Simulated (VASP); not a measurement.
Runs of VASP 6.6.1 on Rh. The structure is that of space group P6_3/mmc (No. 194), or close to it. The cells are those of the table. 

```tsv
cell	gap on the mesh (eV)	pressure (GPa)
a = 2.731, b = 2.731, c = 4.428 Å, angles 90.0, 90.0, 120.0°, 2 atoms	none	-8.8
a = 2.694, b = 2.694, c = 4.369 Å, angles 90.0, 90.0, 120.0°, 2 atoms	none	1.9
a = 2.836, b = 2.836, c = 4.599 Å, angles 90.0, 90.0, 120.0°, 2 atoms	none	(b)
a = 2.617, b = 2.617, c = 4.244 Å, angles 90.0, 90.0, 120.0°, 2 atoms	none	33.3
a = 2.802, b = 2.802, c = 4.544 Å, angles 90.0, 90.0, 120.0°, 2 atoms	none	-23.3
a = 2.767, b = 2.767, c = 4.487 Å, angles 90.0, 90.0, 120.0°, 2 atoms	none	-17.0
a = 2.656, b = 2.656, c = 4.307 Å, angles 90.0, 90.0, 120.0°, 2 atoms	none	(a)
```

Alike in all rows: task single point; level r2SCAN; potentials or basis VASP PAW PBE potentials, release 64 (Rh_pv); no spin polarisation; k mesh 12 × 12 × 7; cutoff (eV) 520; smearing methfessel-paxton 0.1 eV.

Question: Fill in the values left out.

Answer: (a) 15.6; (b) -28.0.

Caveats: the PAW data sets were made with another functional, which shifts forces and pressure a little.

A k mesh can miss the band edges, and the runs leave out spin-orbit coupling on Rh.

A gap of «none» marks levels without a gap at the run's occupations.
